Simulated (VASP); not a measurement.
Input of a VASP 6.6.1 run:

Contents of INCAR:

```
SYSTEM = Na
PREC = Accurate
ENCUT = 520
EDIFF = 1E-6
ISMEAR = 0
SIGMA = 0.15
LREAL = .False.
LASPH = .True.
NELM = 60
ALGO = Normal
ISIF = 2
LWAVE = .False.
LCHARG = .False.
GGA = PE
NBANDS = 10
```

Contents of KPOINTS:

```
Automatic mesh
0
Gamma
  16 16 16
  0 0 0
```

File POSCAR:

```
Na
1.0
   -2.1175000000      2.0751500000      2.1175000000
    2.1175000000     -2.0751500000      2.1175000000
    2.1175000000      2.0751500000     -2.1175000000
Na
1
Direct
    0.0000000000      0.0000000000      0.0000000000
```

Potentials or basis: VASP PAW PBE potentials, release 64 (Na_pv).

Command:

```bash
$ cat potpaw_PBE.64/Na_pv/POTCAR > POTCAR
$ mpirun -np 1 vasp_std > vasp.out
```

(1) Estimate the band gap on the k mesh.

(2) What does it give for the pressure?

## Answers

(1) zero (an odd number of electrons rules out a gap without spin polarisation).

(2) -0.1 GPa.

Caveat: the cell differs from its parent crystal (strain -0.0200 x Voigt [0, 1, 0, 0, 0, 0]).
